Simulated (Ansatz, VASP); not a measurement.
LiNbO3: VASP beside Ansatz

```
Li Nb O
1.0
    -1.90588    1.90588    5.12149
     1.90588   -1.90588    5.12149
     1.90588    1.90588   -5.12149
Li Nb O
1 1 3
Cartesian
  0.0000 0.0000 10.1721
  0.0000 0.0000 3.5773
  0.0000 0.0000 1.8282
  0.0000 1.9059 4.1730
  1.9059 0.0000 4.1730
```

Alike in both runs: task single point; functional PBE; k mesh 10 × 10 × 10; occupations gaussian, width 0.02 eV; no spin polarisation.

|  | VASP | Ansatz |
| --- | --- | --- |
| version | VASP 6.6.1 | Ansatz 0.2.0 |
| potentials or method | VASP PAW PBE potentials, release 64 (Li_sv, Nb_sv, O), cutoff 520 eV | scalar-relativistic, plane waves, PAW |
| valence electrons in the cell | 34 | 34 |

Ansatz gave:

- gap on the k mesh at the Fermi level (eV): 2.05
- least direct gap on the mesh (eV): 2.81
- rms of the force components (eV/Å): 0.001

**Question.** Which values does VASP return?

**Answer.** gap on the k mesh at the Fermi level (eV): 2.03; least direct gap on the mesh (eV): 2.79; rms of the force components (eV/Å): 0.033.

Atom by atom the forces differ by 0.033 eV/Å (rms over components). The functional is the same, so the differences come from potentials, cutoffs and numerics.

Noted on VASP's run: the cutoff is under 1.25 times that of the potentials, so the pressure is a little rough.
